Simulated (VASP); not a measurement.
Wanted: the native input for a VASP 6.6.1 run.

```
Task                   : single point
Functional             : r2SCAN
Potentials or basis    : VASP PAW PBE potentials, release 64 (Al, N)
Cutoff                 : 520 eV
k mesh                 : 12 × 12 × 6
Occupations            : gaussian, width 0.05 eV
Spin                   : no spin polarisation
Dipole correction      : no
Further INCAR settings : ALGO = Normal; EDIFF = 1e-06; NBANDS = 16
```

AlN:

```
Al N
1.0
     3.10667    0.00000    0.00000
    -1.55333    2.69045    0.00000
     0.00000    0.00000    4.97840
Al N
2 2
Direct
  0.33333 0.66667 0.95650
  0.66667 0.33333 0.50169
  0.33333 0.66667 0.38331
  0.66667 0.33333 0.88331
```

This cell differs from its parent crystal: atom 1 (Al) moved by (+0.000, -0.225) A along x and z.

One way to write it, as run:

POSCAR

```
AlN
1.0
    3.1066653383      0.0000000000      0.0000000000
   -1.5533326691      2.6904511040      0.0000000000
    0.0000000000      0.0000000000      4.9784048429
Al N
2 2
Direct
    0.3333333333      0.6666666667     -0.0435022971
    0.6666666667      0.3333333333      0.5016929024
    0.3333333333      0.6666666667      0.3833070976
    0.6666666667      0.3333333333      0.8833070976
```

INCAR.step1

```
PREC = Accurate
ENCUT = 520
ISMEAR = 0
SIGMA = 0.05
LREAL = F
LASPH = T
NELM = 60
NBANDS = 16
GGA = PE
ALGO = Normal
EDIFF = 1E-4
LWAVE = T
LCHARG = F
```

INCAR.step2

```
PREC = Accurate
ENCUT = 520
EDIFF = 1E-6
ISMEAR = 0
SIGMA = 0.05
LREAL = F
LASPH = T
NELM = 60
ALGO = Normal
ISIF = 2
LWAVE = F
LCHARG = F
METAGGA = R2SCAN
LMIXTAU = T
NBANDS = 16
ISTART = 1
```

KPOINTS

```
regular mesh
0
Gamma
  12 12 6
```

Potentials or basis: VASP PAW PBE potentials, release 64 (Al, N).

Launch:

```console
$ cat potpaw_PBE.64/Al/POTCAR potpaw_PBE.64/N/POTCAR > POTCAR
$ cp INCAR.step1 INCAR
$ mpirun -np 1 vasp_std > vasp.out
$ cp INCAR.step2 INCAR
$ mpirun -np 1 vasp_std > vasp.out
```

It gave:

- Pressure: 1.8 GPa
- Largest force: 3.146 eV/Å
- Band gap on the k mesh: 4.34 eV

Caveat: the cell differs from its parent crystal (atom 1 (Al) moved by (+0.000, -0.225) A along x and z); the PAW data sets were made with another functional, which shifts forces and pressure a little.

Wall time 3 min on 1 thread of Intel(R) Xeon(R) Platinum 8488C (Sapphire Rapids), on a shared host, peak memory 0.2 GiB.
